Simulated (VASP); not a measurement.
# LiF in VASP: further runs

Runs on LiF. Level: PBE. Tasks: single point.

All numbers are computed with VASP 6.6.1; they aren't measurements. Logs are shortened: lines on timing, memory, paths and dates and some standing lists are left out, and cuts for length are marked.

## (1) The cell of the first run

Symmetry: Fm-3m, No. 225, cubic system. Conventional cell: a = 3.990 Å, b = 3.990 Å, c = 3.990 Å, α = 90.00°, β = 90.00°, γ = 90.00°. Li (site symmetry m-3m) has 6 F at 1.99 Å within 2.6 Å. Within 2.6 Å of F (site symmetry m-3m) lie 6 Li at 1.99 Å.

## (2) Single point, PBE

INCAR reads:

```
SYSTEM = LiF
PREC = Accurate ; ENCUT = 520
EDIFF = 1E-7 ; ISMEAR = 0
SIGMA = 0.01 ; LREAL = .False.
LASPH = .True. ; NELM = 100
ALGO = Normal ; ISIF = 2
LWAVE = .False. ; LCHARG = .False.
GGA = PE ; NBANDS = 12
```

KPOINTS reads:

```
regular mesh
0
Gamma
  6 6 6
  0 0 0
```

POSCAR reads:

```
LiF
1.0
    0.0000000000      1.9948717406      1.9948717406
    1.9948717406      0.0000000000      1.9948717406
    1.9948717406      1.9948717406      0.0000000000
Li F
1 1
Direct
    0.0000000000      0.0000000000      0.0000000000
    0.5000000000      0.5000000000      0.5000000000
```

Potentials or basis: VASP PAW PBE potentials, release 64 (Li_sv, F).

Launch:

```bash
$ cat potpaw_PBE.64/Li_sv/POTCAR potpaw_PBE.64/F/POTCAR > POTCAR
$ mpirun -np 1 vasp_std > vasp.out
```

OUTCAR:

```text
SYSTEM = LiF
   PREC = Accurate
   ENCUT = 520
   EDIFF = 1E-7
   ISMEAR = 0
   LREAL = .False.
   LASPH = .True.
   NELM = 100
   ISIF = 2
   GGA = PE

 ion  position               nearest neighbor table
   1  0.000  0.000  0.000-   2 1.99   2 1.99   2 1.99   2 1.99   2 1.99   2 1.99
   2  0.500  0.500  0.500-   1 1.99   1 1.99   1 1.99   1 1.99   1 1.99   1 1.99

  LATTYP: Found a face centered cubic cell.
 ALAT       =     3.9897434812

  Lattice vectors:

 A1 = (   0.0000000000,   1.9948717406,   1.9948717406)
 A2 = (   1.9948717406,   0.0000000000,   1.9948717406)
 A3 = (   1.9948717406,   1.9948717406,   0.0000000000)

Analysis of symmetry for initial positions (statically):
=====================================================================
 Subroutine PRICEL returns:
 Original cell was already a primitive cell.

 Routine SETGRP: Setting up the symmetry group for a
 face centered cubic supercell.

 Subroutine GETGRP returns: Found 48 space group operations
 (whereof 48 operations were pure point group operations)
 out of a pool of 48 trial point group operations.

The static configuration has the point symmetry O_h .

Analysis of symmetry for dynamics (positions and initial velocities):
=====================================================================
 Subroutine PRICEL returns:
 Original cell was already a primitive cell.

 Routine SETGRP: Setting up the symmetry group for a
 face centered cubic supercell.

 Subroutine GETGRP returns: Found 48 space group operations
 (whereof 48 operations were pure point group operations)
 out of a pool of 48 trial point group operations.

The dynamic configuration has the point symmetry O_h .

 Subroutine INISYM returns: Found 48 space group operations
 (whereof 48 operations are pure point group operations),
 and found     1 'primitive' translations

----------------------------------------------------------------------------------------

                                     Primitive cell

  volume of cell :      15.8772

  direct lattice vectors                    reciprocal lattice vectors
     0.000000000  1.994871741  1.994871741    -0.250642680  0.250642680  0.250642680
     1.994871741  0.000000000  1.994871741     0.250642680 -0.250642680  0.250642680
     1.994871741  1.994871741  0.000000000     0.250642680  0.250642680 -0.250642680

  length of vectors
     2.821174671  2.821174671  2.821174671     0.434125857  0.434125857  0.434125857

  position of ions in fractional coordinates (direct lattice)
     0.000000000  0.000000000  0.000000000
     0.500000000  0.500000000  0.500000000

  ion indices of the primitive-cell ions
   primitive index   ion index
                 1           1
                 2           2

----------------------------------------------------------------------------------------

 KPOINTS: regular mesh

Automatic generation of k-mesh.
 Grid dimensions read from file:
 generate k-points for:    6    6    6

 Generating k-lattice:

  Cartesian coordinates                     Fractional coordinates (reciprocal lattice)
    -0.041773780  0.041773780  0.041773780     0.166666667  0.000000000  0.000000000
     0.041773780 -0.041773780  0.041773780     0.000000000  0.166666667  0.000000000
     0.041773780  0.041773780 -0.041773780     0.000000000  0.000000000  0.166666667

  Length of vectors
     0.072354309  0.072354309  0.072354309

  Shift w.r.t. Gamma in fractional coordinates (k-lattice)
     0.000000000  0.000000000  0.000000000

 Subroutine IBZKPT returns following result:
 ===========================================

 Found     16 irreducible k-points:

 Following reciprocal coordinates:
            Coordinates               Weight
  0.000000  0.000000  0.000000      1.000000
  0.166667  0.000000  0.000000      8.000000
  0.333333  0.000000  0.000000      8.000000
  0.500000  0.000000  0.000000      4.000000
  0.166667  0.166667  0.000000      6.000000
  0.333333  0.166667  0.000000     24.000000
[... 8 lines left out ...]
 -0.333333  0.333333  0.166667     24.000000
 -0.333333  0.500000  0.166667     12.000000
   k-points           NKPTS =     16   k-points in BZ     NKDIM =     16   number of bands    NBANDS=     12
   number of dos      NEDOS =    301   number of ions     NIONS =      2
   total plane-waves  NPLWV =  13824
   dimension x,y,z NGX =    24 NGY =   24 NGZ =   24
   dimension x,y,z NGXF=    48 NGYF=   48 NGZF=   48
   ions per type =               1   1
   NGX,Y,Z   is equivalent  to a cutoff of  14.14, 14.14, 14.14 a.u.
   NGXF,Y,Z  is equivalent  to a cutoff of  28.29, 28.29, 28.29 a.u.
 SYSTEM =  LiF
   PREC   = accura    normal or accurate (medium, high low for compatibility)
   ISTART =      0    job   : 0-new  1-cont  2-samecut
   ICHARG =      2    charge: 1-file 2-atom 10-const
   ISPIN  =      1    spin polarized calculation?
   LNONCOLLINEAR =      F non collinear calculations
   LSORBIT =      F    spin-orbit coupling
   LASPH  =      T    aspherical Exc in radial PAW
   ENCUT  =  520.0 eV  38.22 Ry    6.18 a.u.   5.25  5.25  5.25*2*pi/ulx,y,z
   NELM   =    100;   NELMIN=  2; NELMDL= -5     # of ELM steps
   EDIFF  = 0.1E-06   stopping-criterion for ELM
   LREAL  =      F    real-space projection
   EDIFFG = 0.1E-05   stopping-criterion for IOM
   NSW    =      0    number of steps for IOM
   IBRION =     -1    ionic relax: 0-MD 1-quasi-New 2-CG
   NFREE  =      0    steps in history (QN), initial steepest desc. (CG)
   ISIF   =      2    stress and relaxation
   ISYM   =      2    0-nonsym 1-usesym 2-fastsym
   POTIM  = 0.5000    time-step for ionic-motion
   TEBEG  =    0.0;   TEEND  =   0.0 temperature during run
   PSTRESS=    0.0 pullay stress
   NELECT =      10.0000    total number of electrons
   NUPDOWN=      -1.0000    fix difference up-down
   EMIN   =  10.00;   EMAX   =-10.00  energy-range for DOS
   EFERMI =   0.00;   METHOD = LEGACY
   ISMEAR =     0;   SIGMA  =   0.01  broadening in eV -4-tet -1-fermi 0-gaus
   EFERMI_NEDOS =   21; number of points for ismear=-14 and -15
   IALGO  =     38    algorithm
   IMIX   =      4    mixing-type and parameters
     AMIX     =   0.40;   BMIX     =  1.00
     AMIX_MAG =   1.60;   BMIX_MAG =  1.00
  volume/ion in A,a.u.               =       7.94        53.57
  Fermi-wavevector in a.u.,A,eV,Ry     =   1.403298  2.651848 26.793202  1.969245
  Thomas-Fermi vector in A             =   2.525974
   LORBIT       =      0    0 simple, 1 ext, 2 COOP (PROOUT), +10 PAW based schemes
   GGA     = PE    functional components
   LHFCALC =     F    Hartree Fock is set to
   AEXX    =    0.0000 exact exchange contribution
   IVDW    =     0    specifies the selected vdW correction
   LEPSILON=     F    determine dielectric tensor
   LRPA    =     F    only Hartree local field effects (RPA)
 non-spin polarized calculation
 Gauss-broadening in eV      SIGMA  =   0.01
  energy-cutoff  :      520.00
  volume of cell :       15.88
 maximum number of plane-waves:       444
 NGX is ok and might be reduce to    24
   NGX = 11   NGY = 11   NGZ = 11

 number of electron      10.0000000 magnetization

 number of electron       9.9999997 magnetization

 Free energy of the ion-electron system (eV)
  ---------------------------------------------------
  ext. energy  EPLUGINS =         0.00000000
  ---------------------------------------------------
  free energy    TOTEN  =        -9.62825920 eV

  energy without entropy =       -9.62825920  energy(sigma->0) =       -9.62825920

 E-fermi :  -0.6495     XC(G=0): -10.1228

 val. band max:       -0.8421437318   @ k =   0.0000   0.0000   0.0000
 cond. band min:       8.5098562189   @ k =   0.0000   0.0000   0.0000
 fundamental gap:      9.3519999508
 Fermi energy:        -0.6495249047

 k-point     1 :       0.0000    0.0000    0.0000
  band No.  band energies     occupation
      1     -41.7000      2.00000
      2     -20.8959      2.00000
      3      -0.8421      2.00000
      4      -0.8421      2.00000
      5      -0.8421      2.00000
      6       8.5099      0.00000
      7      23.5068      0.00000
      8      23.5068      0.00000
      9      23.5068      0.00000
     10      23.7657      0.00000
     11      23.7657      0.00000
     12      23.7657      0.00000

 k-point     2 :       0.1667    0.0000    0.0000
  band No.  band energies     occupation
      1     -41.6836      2.00000
      2     -20.7886      2.00000
      3      -1.5876      2.00000
      4      -0.9044      2.00000
      5      -0.9044      2.00000
      6       9.2154      0.00000
      7      18.9539      0.00000
      8      21.1605      0.00000
      9      21.1605      0.00000
     10      25.5673      0.00000
     11      25.7241      0.00000
     12      25.7241      0.00000

 k-point     3 :       0.3333    0.0000    0.0000
  band No.  band energies     occupation
      1     -41.6505      2.00000
      2     -20.5609      2.00000
      3      -2.8694      2.00000
      4      -1.0231      2.00000
      5      -1.0231      2.00000
      6      10.0396      0.00000
      7      16.5252      0.00000
      8      19.0580      0.00000
      9      19.0580      0.00000
     10      27.8693      0.00000
     11      28.5812      0.00000
     12      28.5812      0.00000

 k-point     4 :       0.5000    0.0000    0.0000
  band No.  band energies     occupation
      1     -41.6341      2.00000
      2     -20.4404      2.00000
      3      -3.4461      2.00000
      4      -1.0798      2.00000
      5      -1.0798      2.00000
      6      10.0826      0.00000
      7      16.2401      0.00000
      8      18.2829      0.00000
      9      18.2829      0.00000
     10      30.0407      0.00000
     11      30.6910      0.00000
     12      30.6910      0.00000

 k-point     5 :       0.1667    0.1667    0.0000
  band No.  band energies     occupation
      1     -41.6785      2.00000
      2     -20.7458      2.00000
      3      -1.5571      2.00000
      4      -1.1106      2.00000
      5      -1.1106      2.00000
      6       9.6126      0.00000
      7      19.8640      0.00000
      8      20.6629      0.00000
      9      20.7324      0.00000
     10      20.7324      0.00000
     11      29.0625      0.00000
     12      29.0625      0.00000
[... 108 lines left out ...]
      1     -41.6173      2.00000
      2     -20.1541      2.00000
      3      -3.9721      2.00000
      4      -1.8827      2.00000
      5      -1.8827      2.00000
      6      14.2410      0.00000
      7      15.7659      0.00000
      8      16.9589      0.00000
      9      19.7364      0.00000
     10      19.7364      0.00000
     11      33.0934      0.00000
     12      37.9195      0.00000

 k-point    14 :       0.5000    0.3333    0.1667
  band No.  band energies     occupation
      1     -41.6308      2.00000
      2     -20.3494      2.00000
      3      -3.0288      2.00000
      4      -2.1466      2.00000
      5      -1.3817      2.00000
      6      12.1984      0.00000
      7      15.2755      0.00000
      8      18.2885      0.00000
      9      19.1246      0.00000
     10      24.0006      0.00000
     11      30.4119      0.00000
     12      34.2722      0.00000

 k-point    15 :      -0.3333    0.3333    0.1667
  band No.  band energies     occupation
      1     -41.6205      2.00000
      2     -20.2493      2.00000
      3      -3.1433      2.00000
      4      -2.5800      2.00000
      5      -1.4931      2.00000
      6      12.9090      0.00000
      7      14.7749      0.00000
      8      17.9856      0.00000
      9      18.7413      0.00000
     10      26.7825      0.00000
     11      27.6015      0.00000
     12      35.1314      0.00000

 k-point    16 :      -0.3333    0.5000    0.1667
  band No.  band energies     occupation
      1     -41.6162      2.00000
      2     -20.1758      2.00000
      3      -3.5065      2.00000
      4      -2.4688      2.00000
      5      -1.7206      2.00000
      6      14.2923      0.00000
      7      14.7936      0.00000
      8      16.9002      0.00000
      9      19.0045      0.00000
     10      23.4547      0.00000
     11      31.2263      0.00000
     12      33.6663      0.00000

------------------------ aborting loop because EDIFF is reached ----------------------------------------

  FORCE on cell =-STRESS in cart. coord.  units (eV):
  Direction    XX          YY          ZZ          XY          YZ          ZX
  --------------------------------------------------------------------------------------
  -------------------------------------------------------------------------------------
  Total        0.3954951      0.3954951      0.3954951     -0.0000000      0.0000000     -0.0000000
  in kB       39.9095477     39.9095477     39.9095477     -0.0000000      0.0000000     -0.0000000
  external PRESSURE =      39.9095477 kB  Pullay stress =       0.0000000 kB

 VOLUME and BASIS-vectors are now :
 -----------------------------------------------------------------------------
  energy-cutoff  :      520.00
  volume of cell :       15.88
      direct lattice vectors                 reciprocal lattice vectors
     0.000000000  1.994871741  1.994871741    -0.250642680  0.250642680  0.250642680
     1.994871741  0.000000000  1.994871741     0.250642680 -0.250642680  0.250642680
     1.994871741  1.994871741  0.000000000     0.250642680  0.250642680 -0.250642680

 POSITION                                       TOTAL-FORCE (eV/Angst)
 -----------------------------------------------------------------------------------
      0.00000      0.00000      0.00000        -0.000000     -0.000000      0.000000
      1.99487      1.99487      1.99487         0.000000      0.000000     -0.000000
 -----------------------------------------------------------------------------------
    total drift:                               -0.000000     -0.000000      0.000000

  FREE ENERGIE OF THE ION-ELECTRON SYSTEM (eV)
  ---------------------------------------------------
  free  energy   TOTEN  =        -9.6282592018 eV

  energy  without entropy=       -9.6282592018  energy(sigma->0) =       -9.62825920
```

It took 2.1 s on 1 thread of Intel Xeon 6975P-C (Granite Rapids), shared host; peak memory 0.13 GiB.

Results:

- Free energy: -9.6283 eV
- Band gap on the k mesh: 9.35 eV, direct

Caveat: the k points lie up to 0.45 Å⁻¹ apart; the cutoff is under 1.25 times the usual one of these potentials, so pressure, stress and relaxed cells hold a basis-set (Pulay) error. As with any semilocal functional, this PBE gap is likely too small.

(Part 1 of 3 ends here.)
